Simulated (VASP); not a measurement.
Runs of VASP 6.6.1 on MgB2. The structure is that of space group P6/mmm (No. 191), or close to it. The cells are those of the table. 

```csv
cell,gap on the mesh (eV),pressure (GPa)
"a = 2.817, b = 2.817, c = 3.504 Å, angles 90.0, 90.0, 120.0°, 3 atoms",none,41.1
"a = 2.939, b = 2.939, c = 3.364 Å, angles 90.0, 90.0, 120.0°, 3 atoms",none,(c)
"a = 2.817, b = 2.817, c = 3.785 Å, angles 90.0, 90.0, 120.0°, 3 atoms",none,28.3
"a = 2.939, b = 2.939, c = 3.224 Å, angles 90.0, 90.0, 120.0°, 3 atoms",none,(b)
"a = 2.817, b = 2.817, c = 3.645 Å, angles 90.0, 90.0, 120.0°, 3 atoms",none,33.8
"a = 2.939, b = 2.939, c = 3.504 Å, angles 90.0, 90.0, 120.0°, 3 atoms",none,17.1
"a = 2.817, b = 2.817, c = 3.224 Å, angles 90.0, 90.0, 120.0°, 3 atoms",none,(a)
"a = 2.817, b = 2.817, c = 3.364 Å, angles 90.0, 90.0, 120.0°, 3 atoms",none,50.3
```

Alike in all rows: task single point; level PBEsol; potentials or basis VASP PAW PBE potentials, release 64 (Mg, B); no spin polarisation; k mesh 18 × 18 × 14; cutoff (eV) 520; smearing gaussian 0.15 eV.

Question: Estimate the missing entries.

Answer: (a) 61.8; (b) 32.7; (c) 24.1.

Caveats: the PAW data sets were made with another functional, which shifts forces and pressure a little.

A gap of «none» marks levels without a gap at the run's occupations.
